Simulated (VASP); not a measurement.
Wanted: the native input for a VASP 6.6.1 run.

- Task: single point
- Functional: LDA
- Potentials or basis: VASP PAW LDA potentials, release 64 (Mo_sv)
- Cutoff: 520 eV
- k mesh: 24 × 24 × 20
- Occupations: gaussian, width 0.15 eV
- Spin: no spin polarisation
- Dipole correction: no
- Further INCAR settings: ALGO = Fast; EDIFF = 1e-06; NBANDS = 13

The structure of Mo lies in POSCAR:

```
Mo
1.0
    2.5742138411      0.0000000000      0.0000000000
   -1.2871069206      2.2293345812      0.0000000000
    0.0000000000      0.0000000000      2.8854205188
Mo
1
Direct
    0.0000000000      0.0000000000      0.5000000000
```

This isn't the form of Mo at room conditions, which is bcc.

This cell differs from its parent crystal: ratio of the length along z to the lengths across it x 1.2, volume and fractional coordinates fixed.

The input as run:

INCAR

```
PREC     = Accurate       # precision mode
ENCUT    = 520            # plane-wave cutoff, eV
EDIFF    = 1E-6           # SCF threshold, eV
ISMEAR   = 0              # smearing method
SIGMA    = 0.15           # smearing width, eV
LREAL    = F              # projectors in reciprocal space
LASPH    = T              # aspherical terms in the spheres
NELM     = 60             # most SCF steps
ALGO     = Fast           # electronic algorithm
ISIF     = 2              # what is computed and relaxed
LWAVE    = F              # write WAVECAR
LCHARG   = T              # write CHGCAR
GGA      = CA             # functional
LELF     = T              # ELF
LVHAR    = T            
NBANDS   = 13             # bands
```

KPOINTS

```
regular mesh
0
Gamma
  24 24 20
```

Potentials or basis: VASP PAW LDA potentials, release 64 (Mo_sv).

The run is started by

```sh
$ cat potpaw_LDA.64/Mo_sv/POTCAR > POTCAR
$ mpirun -np 1 vasp_std > vasp.out
```

Results of the run:

```
Pressure               : 3.1 GPa
Band gap on the k mesh : zero (bands 7 and 8 overlap by 2.31 eV)
```

Caveat: the stress differs along the axes, from -21 to 15 GPa.

Wall time 44 s on 1 thread of Intel(R) Xeon(R) 6975P-C (Granite Rapids) (shared host), peak memory 0.23 GiB.
